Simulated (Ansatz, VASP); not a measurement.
Two plane-wave programs on BAs

Contents of INCAR:

```
SYSTEM = BAs
PREC = Accurate
ENCUT = 500
EDIFF = 1E-6
ISMEAR = 0
SIGMA = 0.1
LREAL = .FALSE.
LASPH = .TRUE.
NELM = 120
ALGO = Normal
ISIF = 2
LWAVE = .FALSE.
LCHARG = .TRUE.
GGA = PE
LELF = .TRUE.
LVHAR = .TRUE.
NBANDS = 11
GGA_COMPAT = .FALSE.
```

KPOINTS

```
regular mesh
0
G
  6 6 6
  0 0 0
```

Contents of POSCAR:

```
BAs
1.0
    0.0000000000      2.4006354670      2.4006354670
    2.4006354670      0.0000000000      2.4006354670
    2.4006354670      2.4006354670      0.0000000000
B As
1 1
Direct
    0.0000000000      0.0000000000      0.0000000000
    0.2500000000      0.2500000000      0.2500000000
```

Input for Ansatz:

```yaml
crystal:
  lattice:
    - [0.0, 2.400635467, 2.400635467]
    - [2.400635467, 0.0, 2.400635467]
    - [2.400635467, 2.400635467, 0.0]
  atoms:
    - { symbol: B, position: [0.0, 0.0, 0.0] }
    - { symbol: As, position: [0.25, 0.25, 0.25] }
basis:
  ecutwfc: 420
kpoints:
  mp_grid: { grid: [6, 6, 6] }
hamiltonian:
  xc: pbe
scf:
  occupations: { method: gaussian, width: 0.1 }
  lower_state_search: "off"
output:
  forces: true
  stress: true
  eigenvalues: true
```

Change from the starting cell: species swapped into the BeTe type (F-43m, No. 216).

Alike in both runs: task single point; functional PBE; k mesh 6 × 6 × 6; occupations gaussian, width 0.1 eV; no spin polarisation.

```csv
,VASP,Ansatz
version,VASP 6.6.1,Ansatz 0.2.0
potentials or method,"VASP PAW PBE potentials, release 64 (B, As), cutoff 500 eV","scalar-relativistic, plane waves, PAW"
valence electrons in the cell,8,18
```

VASP gave:

- gap on the k mesh at the Fermi level (eV): 1.29
- least direct gap on the mesh (eV): 3.26
- pressure (GPa): 1.3

Task: Which values does Ansatz return?

Result: gap on the k mesh at the Fermi level (eV): 1.29; least direct gap on the mesh (eV): 3.26; pressure (GPa): 0.7.

VASP's potentials hold 8 valence electrons a cell and Ansatz's 18, so a difference there can come from the potentials and not from the codes.
